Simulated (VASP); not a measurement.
Input of a VASP 6.6.1 run:

INCAR

```
PREC = Accurate ; ENCUT = 520
EDIFF = 1E-6 ; ISMEAR = -1
SIGMA = 0.05 ; LREAL = F
LASPH = T ; NELM = 100
ALGO = Normal ; ISIF = 2
LWAVE = F ; LCHARG = T
GGA = PS ; LELF = T
LVHAR = T ; NBANDS = 25
```

KPOINTS

```
Automatic mesh
0
Gamma
  10 10 5
```

POSCAR

```
CuO
1.0
    2.3350408090     -1.5540365375     -0.0870526813
    2.3350408090      1.5540365375     -0.0870526813
   -1.0355700933      0.0000000000      4.8786499489
Cu O
2 2
Direct
    0.5000000000      0.0000000000      0.5000000000
    0.0000000000      0.5000000000      0.0000000000
    0.3747263577      0.6252736423      0.7500000000
    0.6252736423      0.3747263577      0.2500000000
```

Potentials or basis: VASP PAW PBE potentials, release 64 (Cu, O).

Launch:

```sh
$ cat potpaw_PBE.64/Cu/POTCAR potpaw_PBE.64/O/POTCAR > POTCAR
$ mpirun -np 1 vasp_std > vasp.out
```

(1) Predict the band gap on the k mesh.

(2) Estimate the pressure.

Answers

(1) zero (band 17 reaches 7.73 eV, above the bottom of band 18 at 7.23 eV).

(2) 21.0 GPa.

Caveat: the PAW data sets were made with another functional, which shifts forces and pressure a little; semilocal functionals often make such compounds metallic where correlation or magnetic order opens a gap, which also shifts bond lengths.
